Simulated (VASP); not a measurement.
## Ga3AsP2: single point with PBE

Ga3AsP2:

```
P As Ga
1.0
     3.90596    0.00000    0.00000
    -1.95298    3.38266    0.00000
     0.00000    0.00000    9.56218
P As Ga
2 1 3
Direct
  0.00000 0.00000 0.00306
  0.33333 0.66667 0.33052
  0.66667 0.33333 0.66634
  0.33333 0.66667 0.08325
  0.66667 0.33333 0.41034
  0.00000 0.00000 0.75648
```

* Program: VASP 6.6.1
* Task: single point
* Functional: PBE
* Potentials or basis: VASP PAW PBE potentials, release 64 (P, As, Ga_d)
* Cutoff: 520 eV
* k mesh: 6 × 6 × 2
* Occupations: gaussian, width 0.001 eV
* Spin: no spin polarisation

The pressure is 2.6 GPa and the largest force is 0.078 eV/Å. The band gap on the k mesh is 1.21 eV.

Forces on the atoms (eV/Å):
```
P    0.000  0.000  0.015
P    0.000  0.000  0.000
As   0.000  0.000 -0.032
Ga   0.000  0.000 -0.008
Ga   0.000  0.000 -0.054
Ga   0.000  0.000  0.078
```

Stress tensor (GPa, compression positive):
```
2.66 0.00 0.00
0.00 2.66 0.00
0.00 0.00 2.56
```

Levels at points of the mesh, in eV from the valence-band top:
| k point | band 23 | band 24 | band 25 | band 26 | band 27 | band 28 | band 29 | band 30 | band 31 | band 32 |
| --- | --- | --- | --- | --- | --- | --- | --- | --- | --- | --- |
| (0.00, 0.00, 0.00) | -0.93 | -0.93 | -0.13 | 0.00 | 0.00 | 1.21 | 1.37 | 1.70 | 3.68 | 3.68 |
| (0.50, 0.00, 0.00) | -2.83 | -2.77 | -2.61 | -1.89 | -1.55 | 1.46 | 1.62 | 2.37 | 2.62 | 4.45 |
| (0.00, 0.00, 0.50) | -1.33 | -0.70 | -0.70 | -0.19 | -0.19 | 1.26 | 1.87 | 2.20 | 4.11 | 4.11 |
| (0.50, 0.00, 0.50) | -3.38 | -2.65 | -2.37 | -1.24 | -1.19 | 1.31 | 1.71 | 2.03 | 3.35 | 3.37 |

Run time: 42 s on 1 thread of AMD EPYC 9R45 96-Core Processor (Zen 5), on a shared host, peak memory 0.23 GiB.

A k mesh can miss the band edges.
